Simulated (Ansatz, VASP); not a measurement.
**Two plane-wave programs on TiNb2As3**

Contents of INCAR:

```
PREC = Accurate
ENCUT = 500
EDIFF = 1E-6
ISMEAR = 0
SIGMA = 0.1
LREAL = F
LASPH = T
NELM = 200
ALGO = Normal
ISIF = 2
LWAVE = F
LCHARG = T
ISPIN = 2
MAGMOM = 1 1 1 0 0 0
LORBIT = 11
LMAXMIX = 4
GGA = PE
LELF = T
LVHAR = T
NBANDS = 40
GGA_COMPAT = F
```

Contents of KPOINTS:

```
Automatic mesh
0
Gamma
  6 6 4
```

POSCAR

```
TiNb2As3
1.0
    5.5404521702      0.0000000000      0.0000000000
   -2.7702260851      4.7981723278      0.0000000000
    0.0000000000      0.0000000000      4.2397968741
Ti Nb As
1 2 3
Direct
    0.0000000000      0.0000000000      0.0000000000
    0.3333333333      0.6666666667      0.0000000000
    0.6666666667      0.3333333333      0.0000000000
    0.5000000000      0.0000000000      0.5000000000
    0.5000000000      0.5000000000      0.5000000000
    0.0000000000      0.5000000000      0.5000000000
```

Input for Ansatz:

```yaml
crystal:
  lattice:
    - [5.5404521702, 0.0, 0.0]
    - [-2.7702260851, 4.7981723278, 0.0]
    - [0.0, 0.0, 4.2397968741]
  atoms:
    - { symbol: Ti, position: [0.0, 0.0, 0.0], spin: 1.0 }
    - { symbol: Nb, position: [0.3333333333, 0.6666666667, 0.0], spin: 1.0 }
    - { symbol: Nb, position: [0.6666666667, 0.3333333333, 0.0], spin: 1.0 }
    - { symbol: As, position: [0.5, 0.0, 0.5] }
    - { symbol: As, position: [0.5, 0.5, 0.5] }
    - { symbol: As, position: [0.0, 0.5, 0.5] }
basis:
  ecutwfc: 420
kpoints:
  mp_grid: { grid: [6, 6, 4] }
hamiltonian:
  xc: pbe
scf:
  occupations: { method: gaussian, width: 0.1 }
  lower_state_search: "off"
output:
  forces: true
  stress: true
  eigenvalues: true
  populations: true
magnetization:
  spin_polarized: true
```

Change from the starting cell: species swapped into the YbCo3B2 type (P6/mmm, No. 191).

Alike in both runs: task single point; functional PBE; k mesh 6 × 6 × 4; occupations gaussian, width 0.1 eV; collinear spin.

|  | VASP | Ansatz |
| --- | --- | --- |
| version | VASP 6.6.1 | Ansatz 0.2.0 |
| potentials or method | VASP PAW PBE potentials, release 64 (Ti_sv, Nb_sv, As), cutoff 500 eV | scalar-relativistic, plane waves, PAW |
| valence electrons in the cell | 53 | 83 |

```csv
,VASP,Ansatz,Ansatz less VASP
gap on the k mesh at the Fermi level (eV),none,none,-
pressure (GPa),0.0,0.5,+0.53
"traceless stress, the component that is largest in VASP (GPa)",-0.10,-0.67,-0.566
net moment per atom (μB),0.00,0.19,+0.189
size of the moment on the site where the two differ most (μB),0.00,0.89,+0.891
```

The net moments are unlike, so the other rows may belong to different states. Site moments also hang on the region over which each program counts them. A gap of «none» marks a metal or a gap that the smearing closes. VASP's potentials hold 53 valence electrons a cell and Ansatz's 83, so a difference there can come from the potentials and not from the codes.

The k mesh is coarse, so the values compare programs but aren't converged.
